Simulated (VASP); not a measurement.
Set up this calculation in VASP 6.6.1, as the native input.

```
Task                   : single point
Functional             : PBE
Potentials or basis    : VASP PAW PBE potentials, release 64 (Mg, Sc_sv, C)
Cutoff                 : 520 eV
k mesh                 : 6 × 6 × 4
Occupations            : gaussian, width 0.1 eV
Spin                   : no spin polarisation
Dipole correction      : no
Further INCAR settings : ALGO = Normal; EDIFF = 1e-06; NBANDS = 24
```

The structure of MgSc2C2 lies in POSCAR:

```
MgSc2C2
1.0
    3.5421834316      0.0000000000      0.0000000000
   -1.7710917158      3.0676208367      0.0000000000
    0.0000000000      0.0000000000      6.4047773650
Mg Sc C
1 2 2
Direct
    0.6666666667      0.3333333333      0.0000000000
    0.0000000000      0.0000000000      0.7057026702
    0.0000000000      0.0000000000      0.2942973298
    0.6666666667      0.3333333333      0.5000000000
    0.3333333333      0.6666666667      0.0000000000
```

One way to write it, as run:

INCAR

```
PREC = Accurate ; ENCUT = 520
EDIFF = 1E-6 ; ISMEAR = 0
SIGMA = 0.1 ; LREAL = F
LASPH = T ; NELM = 100
ALGO = Normal ; ISIF = 2
LWAVE = F ; LCHARG = T
GGA = PE ; LELF = T
LVHAR = T ; NBANDS = 24
```

KPOINTS

```
Automatic mesh
0
Gamma
  6 6 4
```

Potentials or basis: VASP PAW PBE potentials, release 64 (Mg, Sc_sv, C).

Run with:

```sh
$ cat potpaw_PBE.64/Mg/POTCAR potpaw_PBE.64/Sc_sv/POTCAR potpaw_PBE.64/C/POTCAR > POTCAR
$ mpirun -np 1 vasp_std > vasp.out
```

Results of the run:

- Pressure: 0.0 GPa
- Largest force: 0.048 eV/Å
- Band gap on the k mesh: zero (band 16 reaches 4.97 eV, above the bottom of band 17 at 4.68 eV)

It took 27 s on 1 thread of Intel(R) Xeon(R) 6975P-C (Granite Rapids), on a shared host, peak memory 0.2 GiB.
